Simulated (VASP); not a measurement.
BaTe:

```
Ba Te
1.0
    -2.32081    2.44562    3.49864
     2.32081   -2.44562    3.49864
     2.32081    2.44562   -3.49864
Ba Te
1 1
Direct
  0.89878 0.39878 0.50000
  0.51575 0.01575 0.50000
```

The cell was generated, and may not be a known phase.

| Property | Result |
| --- | --- |
| Program | VASP 6.6.1 |
| Task | relaxation of cell and atoms |
| Functional | PBE |
| Potentials or basis | VASP PAW PBE potentials, release 64 (Ba_sv, Te) |
| Cutoff | 600 eV |
| k mesh | 6 × 6 × 6 |
| Occupations | gaussian, width 0.2 eV |
| Spin | no spin polarisation |

At the start: pressure 11.9 GPa; volume 39.72 Å³/atom.

Task: Where does the relaxation end?

Result: Over 19 steps the energy falls by 804.8 meV/atom and the volume is 44.53 Å³/atom (+12.1 %); space group Imm2 (No. 44, to 0.1 Å) before, Fm-3m (No. 225, to 0.1 Å).

The path:
```
step  energy change (eV)  largest force (eV/Å)  pressure (GPa)  volume (Å³)
   1              0.0000                5.7820           11.94        79.43
   2             -1.0748                0.1420           -1.37       115.31
   3             -1.4050                0.0082            0.11        95.47
   4             -1.4091                0.0261            0.23        94.88
   5             -1.4140                0.1818            0.71        92.82
   6             -1.4144                0.1524            0.62        93.16
   7             -1.4368                0.2174           -0.20        95.46
   8             -1.4407                0.2551           -0.69        97.07
   9             -1.4597                0.3225           -0.53        95.68
  10             -1.4932                0.5668            0.13        91.35
  11             -1.5102                0.5219            0.15        90.77
  12             -1.5521                0.3894            0.28        89.02
  13             -1.5607                0.0477            1.22        85.50
  14             -1.5728                0.2444            0.59        87.36
  15             -1.5745                0.1603            0.77        86.70
  16             -1.5937                0.0725            0.10        88.64
  17             -1.6000                0.0024           -0.54        90.78
  18             -1.6081                0.0247           -0.21        89.72
  19             -1.6097                0.0424            0.01        89.06
```

Final structure:
```yaml
crystal:
  lattice:
    - [-2.51282, 2.49350, 3.55348]
    - [2.51282, -2.49350, 3.55348]
    - [2.51282, 2.49350, -3.55348]
  atoms:
    - { symbol: Ba, position: [0.95892, 0.45892, 0.50000] }
    - { symbol: Te, position: [0.45561, 0.95561, 0.50000] }
```

Caveat: the relaxation stopped at a loose force limit of 0.08 eV/Å, so its end isn't a converged minimum.
